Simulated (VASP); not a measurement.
AlGaN2, 4 atoms in the cell. It takes space group P-4m2 (No. 115, tetragonal). The conventional cell has a = 3.139 Å, b = 3.139 Å, c = 4.422 Å, α = 90.00°, β = 90.00°, γ = 90.00°. Within 2.5 Å of Al (site symmetry -4m2) lie 4 N at 1.89 Å. Within 2.6 Å of Ga (site symmetry -4m2) lie 4 N at 1.95 Å. Within 2.5 Å of N (site symmetry 2mm) lie 2 Al at 1.89 Å and 2 Ga at 1.95 Å. 

```yaml
Program: VASP 6.6.1
Task: single point
Functional: r2SCAN
Potentials_or_basis: VASP PAW PBE potentials, release 64 (Al, Ga_d, N)
Cutoff: 520 eV
k_mesh: 8 × 8 × 6
Occupations: gaussian, width 0.02 eV
Spin: no spin polarisation
Dipole_correction: no
Further_INCAR_settings: ALGO = Normal; EDIFF = 1e-06; NBANDS = 21
```

Potentials or basis: VASP PAW PBE potentials, release 64 (Al, Ga_d, N).

Launch:

```console
$ cat potpaw_PBE.64/Al/POTCAR potpaw_PBE.64/Ga_d/POTCAR potpaw_PBE.64/N/POTCAR > POTCAR
$ cp INCAR.step1 INCAR
$ mpirun -np 1 vasp_std > vasp.out
$ cp INCAR.step2 INCAR
$ mpirun -np 1 vasp_std > vasp.out
```

Hardware: 1 thread of Intel Xeon 6975P-C, on a shared host.

Q: Estimate the wall time of this run.

A: Wall time 88 s on 1 thread of Intel Xeon 6975P-C (shared host), peak memory 0.2 GiB. Counts: k points 60.
